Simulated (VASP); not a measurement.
Input of a VASP 6.6.1 run:

The input INCAR:

```
SYSTEM = Pt
PREC     = Accurate       ! precision mode
ENCUT    = 520            ! plane-wave cutoff, eV
EDIFF    = 1E-6           ! SCF threshold, eV
ISMEAR   = 1              ! smearing method
SIGMA    = 0.05           ! smearing width, eV
LREAL    = .False.        ! projectors in reciprocal space
LASPH    = .True.         ! aspherical terms in the spheres
NELM     = 100            ! most SCF steps
ALGO     = Normal         ! electronic algorithm
ISIF     = 2              ! what is computed and relaxed
LWAVE    = .False.        ! write WAVECAR
LCHARG   = .False.        ! write CHGCAR
GGA      = PE             ! functional
NBANDS   = 11             ! bands
```

The input KPOINTS:

```
regular mesh
0
Gamma
  19 19 19
  0 0 0
```

POSCAR

```
Pt
1.0
    1.5713661310      1.5713661310      1.5713661310
   -1.5713661310      1.5713661310      1.5713661310
   -1.5713661310     -1.5713661310      1.5713661310
Pt
1
Direct
    0.0000000000      0.0000000000      0.0000000000
```

Potentials or basis: VASP PAW PBE potentials, release 64 (Pt).

Command:

```console
$ cat potpaw_PBE.64/Pt/POTCAR > POTCAR
$ mpirun -np 1 vasp_std > vasp.out
```

Predict the band gap on the k mesh.

zero (band 5 reaches 11.50 eV, above the bottom of band 6 at 9.37 eV).

Predict the pressure.

4.6 GPa.

Caveat: spin-orbit coupling is left out, which moves the levels of the heavy elements.
